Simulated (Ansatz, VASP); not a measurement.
## Two plane-wave programs on In3GaSb2N2

```xyz
8
Lattice="5.8453 0.0000 0.0158 0.0000 3.2391 0.0000 -0.1896 0.0000 9.5757" Properties=species:S:1:pos:R:3 pbc="T T T"
In    2.8039    1.6195    8.2851
In    5.4256    1.6195    6.1615
In    2.4602    0.0000    1.9165
Ga   -0.1150    0.0000    9.2357
Sb    2.4778    1.6195    5.3768
Sb    5.3615    0.0000    2.4451
N     1.8569    0.0000    9.3185
N     5.0219    1.6195    8.4008
```

Alike in both runs: functional PBE; k mesh 6 × 10 × 4; occupations gaussian, width 0.1 eV; no spin polarisation.

Ansatz relaxed the structure, and its values are those at the end. VASP's run is a single point on that final structure, the one shown.

```csv
,VASP,Ansatz
version,VASP 6.6.1,Ansatz 0.2.0
potentials or method,"VASP PAW PBE potentials, release 64 (In_d, Ga_d, Sb, N), cutoff 520 eV","scalar-relativistic, plane waves, PAW"
valence electrons in the cell,72,92
```

```tsv
	VASP	Ansatz	Ansatz less VASP
gap on the k mesh at the Fermi level (eV)	none	none	-
pressure (GPa)	0.0	0.0	-0.04
rms of the force components (eV/Å)	0.007	0.001	-0.0058
```

A gap of «none» marks a metal or a gap that the smearing closes. With one functional, cell and mesh, what is left measures potentials, basis and numerics. VASP's potentials hold 72 valence electrons a cell and Ansatz's 92, so a difference there can come from the potentials and not from the codes.

Neither program's run includes spin-orbit coupling.
